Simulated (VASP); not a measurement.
Input of a VASP 6.6.1 run:

The input INCAR:

```
  ALGO = Normal
  EDIFF = 1E-7
  EDIFFG = -0.01
  ENCUT = 600
  GGA = PE
  IBRION = 2
  ISIF = 3
  ISMEAR = 0
  LASPH = T
  LCHARG = F
  LREAL = F
  LWAVE = F
  NELM = 100
  NSW = 100
  PREC = Accurate
  SIGMA = 0.1
```

The input KPOINTS:

```
k-points
0
Gamma
  8 8 8
```

File POSCAR:

```
GaSb3
1.0
   -3.0225304939      3.0225304939      3.0225304939
    3.0225304939     -3.0225304939      3.0225304939
    3.0225304939      3.0225304939     -3.0225304939
Ga Sb
1 3
Direct
    0.0000000000      0.0000000000      0.0000000000
    0.0000000000      0.5000000000      0.5000000000
    0.5000000000      0.0000000000      0.5000000000
    0.5000000000      0.5000000000      0.0000000000
```

Potentials or basis: VASP PAW PBE potentials, release 64 (Ga_d, Sb).

Run with:

```console
$ cat potpaw_PBE.64/Ga_d/POTCAR potpaw_PBE.64/Sb/POTCAR > POTCAR
$ mpirun -np 1 vasp_std > vasp.out
```

Task: What does it give for the relaxed volume?

Result: 27.51 Å³/atom.

Task: Estimate the relaxed cell.

Result: a = 5.229 Å, b = 5.229 Å, c = 5.229 Å, α = 109.47°, β = 109.47°, γ = 109.47°.

Task: Predict the space group after relaxing (to 0.1 Å).

Result: Im-3m (No. 229).

The path:
```csv
step,energy change (eV),largest force (eV/Å),pressure (GPa),volume (Å³)
1,0.0000,0.0000,-0.15,110.45
2,-0.0001,0.0000,0.03,110.04
```
